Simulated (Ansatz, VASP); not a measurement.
# One calculation of SnO2, two programs

```
CELL_PARAMETERS angstrom
4.61098 0.00000 0.00000
0.00000 4.61121 0.00000
0.00000 0.00000 3.41068
ATOMIC_POSITIONS crystal
Sn 0.50000 0.50000 0.50000
Sn 0.00000 0.00000 0.00000
O 0.30586 0.30596 0.00000
O 0.80586 0.19404 0.50000
O 0.19414 0.80596 0.50000
O 0.69414 0.69404 0.00000
```

Alike in both runs: task single point; functional r2SCAN; k mesh 6 × 6 × 10; occupations gaussian, width 0.05 eV; no spin polarisation.

|  | VASP | Ansatz |
| --- | --- | --- |
| version | VASP 6.6.1 | Ansatz 0.2.0 |
| potentials or method | VASP PAW PBE potentials, release 64 (Sn_d, O), cutoff 520 eV | scalar-relativistic, plane waves, PAW |
| valence electrons in the cell | 52 | 52 |

VASP gave:

| Item | Value |
| --- | --- |
| gap on the k mesh at the Fermi level (eV) | 1.56 |
| least direct gap on the mesh (eV) | 1.56 |
| pressure (GPa) | -1.2 |
| traceless stress, the component that is largest in VASP (GPa) | -13.39 |
| rms of the force components (eV/Å) | 0.164 |

Problem. Estimate Ansatz's values.

Solution. gap on the k mesh at the Fermi level (eV): 1.54; least direct gap on the mesh (eV): 1.54; pressure (GPa): -2.2; traceless stress, the component that is largest in VASP (GPa): -13.32; rms of the force components (eV/Å): 0.148.

VASP's potentials were made for PBE, not for r2SCAN. Atom by atom the forces differ by 0.017 eV/Å (rms over components). With one functional, cell and mesh, what is left measures potentials, basis and numerics.
